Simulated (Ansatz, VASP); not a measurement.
Two plane-wave programs on Co

```xyz
2
Lattice="2.4935 0.0000 0.0000 -1.2468 2.1595 0.0000 0.0000 0.0000 4.0278" Properties=species:S:1:pos:R:3 pbc="T T T"
Co    0.0000    1.4396    1.0069
Co    1.2468    0.7198    3.0208
```

Alike in both runs: task single point; functional PBE; k mesh 24 × 24 × 13; occupations fermi-dirac, width 0.05 eV; collinear spin.

```csv
,VASP,Ansatz
version,VASP 6.6.1,Ansatz 0.2.0
potentials or method,"VASP PAW PBE potentials, release 64 (Co), cutoff 520 eV","plane waves (420 eV) with PAW, scalar-relativistic"
valence electrons in the cell,18,34
```

```csv
,VASP,Ansatz,Ansatz less VASP
pressure (GPa),-0.4,0.4,+0.75
"traceless stress, the component that is largest in VASP (GPa)",0.02,0.13,+0.116
net moment per atom (μB),1.61,1.61,+0.008
size of the moment on the site where the two differ most (μB),1.63,1.69,+0.064
```

Site moments also hang on the region over which each program counts them. The functional is the same, so the differences come from potentials, cutoffs and numerics. VASP's potentials hold 18 valence electrons a cell and Ansatz's 34, so a difference there can come from the potentials and not from the codes.
